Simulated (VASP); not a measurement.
LiCl, 2 atoms in the cell. The structure is tetragonal, space group I4/mmm (No. 139). The conventional cell has a = 3.615 Å, b = 3.615 Å, c = 5.214 Å, α = 90.00°, β = 90.00°, γ = 90.00°. Within 3.4 Å of Li (site symmetry 4/mmm) lie 6 Cl at 2.56 to 2.61 Å. Within 3.4 Å of Cl (site symmetry 4/mmm) lie 6 Li at 2.56 to 2.61 Å.  This cell differs from its parent crystal: uniaxial z strain +2.0%.

```yaml
Program: VASP 6.6.1
Task: single point
Functional: PBE
Potentials_or_basis: VASP PAW PBE potentials, release 64 (Li_sv, Cl)
Cutoff: 520 eV
k_mesh: 6 × 6 × 6
Occupations: gaussian, width 0.01 eV
Spin: no spin polarisation
Dipole_correction: no
Further_INCAR_settings: ALGO = Normal; EDIFF = 1e-06; NBANDS = 12
```

Potentials or basis: VASP PAW PBE potentials, release 64 (Li_sv, Cl).

Launch:

```sh
$ cat potpaw_PBE.64/Li_sv/POTCAR potpaw_PBE.64/Cl/POTCAR > POTCAR
$ mpirun -np 1 vasp_std > vasp.out
```

Hardware: 1 thread of Intel(R) Xeon(R) 6975P-C (Granite Rapids), with other jobs on the host.

**Question.** Estimate the wall time of this run.

**Answer.** It took 5 s on 1 thread of Intel(R) Xeon(R) 6975P-C (Granite Rapids), on a shared host, peak memory 0.15 GiB. Counts: scf iterations 12, k points 30.
